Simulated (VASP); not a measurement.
A run of VASP 6.6.1 is set up as follows.

The input INCAR:

```
SYSTEM = InSb
  PREC = Accurate
  ENCUT = 520
  EDIFF = 1E-8
  ISMEAR = -1
  SIGMA = 0.08
  LREAL = .FALSE.
  LASPH = .TRUE.
  NELM = 60
  ALGO = Normal
  ISIF = 2
  LWAVE = .FALSE.
  LCHARG = .FALSE.
  GGA = PE
  LEFG = .TRUE.
  NBANDS = 26
```

File KPOINTS:

```
regular mesh
0
G
  6 6 11
  0 0 0
```

File POSCAR:

```
InSb
1.0
    5.3570000000      0.0000000000      0.0000000000
    0.0000000000      5.7120000000      0.0000000000
    0.0000000000      0.0000000000      3.0630000000
In Sb
2 2
Direct
    0.0000000000      0.0000000000      0.0000000000
    0.5000000000      0.5000000000      0.0000000000
    0.5000000000      0.0000000000      0.8350000000
    0.0000000000      0.5000000000      0.1650000000
```

Potentials or basis: VASP PAW PBE potentials, release 64 (In_d, Sb).

Launch:

```console
$ cat potpaw_PBE.64/In_d/POTCAR potpaw_PBE.64/Sb/POTCAR > POTCAR
$ mpirun -np 1 vasp_std > vasp.out
```

Task: What does it give for the band gap on the k mesh?

Result: Zero (bands 18 and 19 overlap by 3.35 eV).

Task: Predict the largest force.

Result: 0.759 eV/Å.

Task: Estimate the pressure.

Result: 17.9 GPa.

Stress tensor (GPa, compression positive):
```
30.00  0.00  0.00
 0.00 14.67  0.00
 0.00  0.00  8.93
```

Caveat: the cell stands under pressure; without QUAD_EFG the Cq values of the log hold for a quadrupole moment of 1 mb, not for the nuclei; spin-orbit coupling is left out, which moves the levels of the heavy elements.
